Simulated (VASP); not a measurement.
Write the native input for VASP 6.6.1 that does the following.

```yaml
Task: single point
Functional: PBEsol
Potentials_or_basis: VASP PAW PBE potentials, release 64 (Ag)
Cutoff: 520 eV
k_mesh: 9 × 9 × 9
Occupations: fermi-dirac, width 0.05 eV
Spin: no spin polarisation
Dipole_correction: no
Further_INCAR_settings: ALGO = Normal; EDIFF = 1e-07; NBANDS = 24
```

The structure of Ag lies in POSCAR:

```
Ag
1.0
    1.4730471633      0.8504641763      7.0605570000
   -1.4730471633      0.8504641763      7.0605570000
    0.0000000000     -1.7009283525      7.0605570000
Ag
3
Direct
    0.2222810000      0.2222810000      0.2222810000
    0.7777190000      0.7777190000      0.7777190000
    0.0000000000      0.0000000000      0.0000000000
```

These files were run (other wordings do the same):

INCAR

```
SYSTEM = Ag
PREC = Accurate
ENCUT = 520
EDIFF = 1E-7
ISMEAR = -1
SIGMA = 0.05
LREAL = .FALSE.
LASPH = .TRUE.
NELM = 60
ALGO = Normal
ISIF = 2
LWAVE = .FALSE.
LCHARG = .FALSE.
GGA = PS
NBANDS = 24
```

KPOINTS

```
regular mesh
0
G
  9 9 9
  0 0 0
```

Potentials or basis: VASP PAW PBE potentials, release 64 (Ag).

Launch:

```sh
$ cat potpaw_PBE.64/Ag/POTCAR > POTCAR
$ mpirun -np 1 vasp_std > vasp.out
```

Results of the run:

```
Pressure               : -6.2 GPa
Largest force          : 0.007 eV/Å
Band gap on the k mesh : zero (an odd number of electrons rules out a gap without spin polarisation)
```

Caveat: the cell stands under tension; the PAW data sets were made with another functional, which shifts forces and pressure a little.

Run time: 7.8 min on 1 thread of Intel(R) Xeon(R) Platinum 8488C (Sapphire Rapids), with other jobs on the host, peak memory 0.41 GiB.
